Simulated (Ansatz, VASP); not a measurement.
**Two plane-wave programs on KCl**

```
CELL_PARAMETERS angstrom
0.00000 3.14485 3.14485
3.14485 0.00000 3.14485
3.14485 3.14485 0.00000
ATOMIC_POSITIONS crystal
K 0.00000 0.00000 0.00000
Cl 0.50000 0.50000 0.50000
```

Alike in both runs: task single point; functional PBEsol; k mesh 6 × 6 × 6; no spin polarisation.

```csv
,VASP,Ansatz
version,VASP 6.6.1,Ansatz 0.2.0
potentials or method,"VASP PAW PBE potentials, release 64 (K_sv, Cl)","plane waves, PAW"
plane-wave cutoff (eV),520,420
occupations,"gaussian, width 0.01 eV",fixed
valence electrons in the cell,16,16
```

```tsv
	VASP	Ansatz	Ansatz less VASP
gap on the k mesh at the Fermi level (eV)	5.03	5.03	+0.004
pressure (GPa)	-0.3	-0.4	-0.04
```

VASP's potentials were made for PBE, not for PBEsol.
